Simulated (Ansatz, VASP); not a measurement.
**Two plane-wave programs on C**

```
C
1.0
     0.00000    1.76234    1.76234
     1.76234    0.00000    1.76234
     1.76234    1.76234    0.00000
C
2
Direct
  0.00000 0.00000 0.00000
  0.25000 0.25000 0.25000
```

Alike in both runs: task single point; functional r2SCAN; k mesh 10 × 10 × 10; no spin polarisation.

```csv
,VASP,Ansatz
version,VASP 6.6.1,Ansatz 0.2.0
potentials or method,"VASP PAW PBE potentials, release 64 (C), cutoff 660 eV","scalar-relativistic, plane waves, PAW"
occupations,"gaussian, width 0.01 eV",fixed
valence electrons in the cell,8,8
```

Ansatz gave:

| Item | Value |
| --- | --- |
| gap on the k mesh at the Fermi level (eV) | 4.48 |
| least direct gap on the mesh (eV) | 5.98 |

Q: Which values does VASP return?

A: gap on the k mesh at the Fermi level (eV): 4.45; least direct gap on the mesh (eV): 5.93.

VASP's potentials were made for PBE, not for r2SCAN.
